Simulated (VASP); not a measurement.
Runs of VASP 6.6.1 on B. The structure is that of space group P6_3/mmc (No. 194), or close to it. The cells are those of the table. This isn't the form of B at room conditions, which is rhombohedral.

```tsv
task	cell	k mesh	cutoff (eV)	gap on the mesh (eV)	pressure (GPa)
relaxation of cell and atoms	relaxed from a = 2.101, b = 2.101, c = 3.430 Å, angles 90.0, 90.0, 120.0°, 2 atoms	17 × 17 × 9	600	none	0.1
single point	a = 1.715, b = 1.715, c = 9.159 Å, angles 90.0, 90.0, 120.0°, 2 atoms	17 × 17 × 9	520	none	0.0
single point	a = 1.781, b = 1.781, c = 9.511 Å, angles 90.0, 90.0, 120.0°, 2 atoms	34 × 34 × 6	520	none	(a)
single point	a = 1.692, b = 1.692, c = 9.035 Å, angles 90.0, 90.0, 120.0°, 2 atoms	34 × 34 × 6	520	none	5.3
single point	a = 1.738, b = 1.738, c = 9.279 Å, angles 90.0, 90.0, 120.0°, 2 atoms	34 × 34 × 6	520	none	(b)
single point	a = 1.643, b = 1.643, c = 8.777 Å, angles 90.0, 90.0, 120.0°, 2 atoms	34 × 34 × 6	520	none	21.9
single point	a = 1.715, b = 1.715, c = 9.159 Å, angles 90.0, 90.0, 120.0°, 2 atoms	34 × 34 × 6	520	none	-0.9
single point	a = 1.760, b = 1.760, c = 9.397 Å, angles 90.0, 90.0, 120.0°, 2 atoms	34 × 34 × 6	520	none	-10.5
```

Alike in all rows: level PBE; potentials or basis VASP PAW PBE potentials, release 64 (B); no spin polarisation; smearing fermi-dirac 0.1 eV.

Q: Fill in the values left out.

A: (a) -14.0; (b) -6.1.

Caveats: this functional lacks dispersion, which binds the layers, so the pressure and a relaxed spacing across them are unreliable (at least some runs); the cell stands under tension (at least some runs); the cell stands under pressure (at least some runs).

A gap of «none» marks levels without a gap at the run's occupations.
